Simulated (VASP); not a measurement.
Input of a VASP 6.6.1 run:

Contents of INCAR:

```
SYSTEM = Zn
PREC = Accurate ; ENCUT = 520
EDIFF = 1E-6 ; ISMEAR = 0
SIGMA = 0.15 ; LREAL = .FALSE.
LASPH = .TRUE. ; NELM = 60
ALGO = Fast ; ISIF = 2
LWAVE = .FALSE. ; LCHARG = .FALSE.
GGA = PE ; NBANDS = 19
```

File KPOINTS:

```
Automatic mesh
0
G
  24 24 10
  0 0 0
```

POSCAR

```
Zn
1.0
    2.5848541116      0.0000000000      0.0000000000
   -1.2924270558      2.2385493257      0.0000000000
    0.0000000000      0.0000000000      4.9467000000
Zn
2
Direct
    0.3333333333      0.6666666667      0.2500000000
    0.6666666667      0.3333333333      0.7500000000
```

Potentials or basis: VASP PAW PBE potentials, release 64 (Zn).

Launch:

```sh
$ cat potpaw_PBE.64/Zn/POTCAR > POTCAR
$ mpirun -np 1 vasp_std > vasp.out
```

Q: Predict the band gap on the k mesh.

A: Zero (bands 12 and 13 overlap by 4.90 eV).

Q: What does it give for the pressure?

A: 6.9 GPa.

Stress tensor (GPa, compression positive):
```
7.87 0.00 0.00
0.00 7.87 0.00
0.00 0.00 4.87
```

Caveat: the cell differs from its parent crystal (strain -0.030 along x and y, +0.000 along z); the cell stands under pressure.
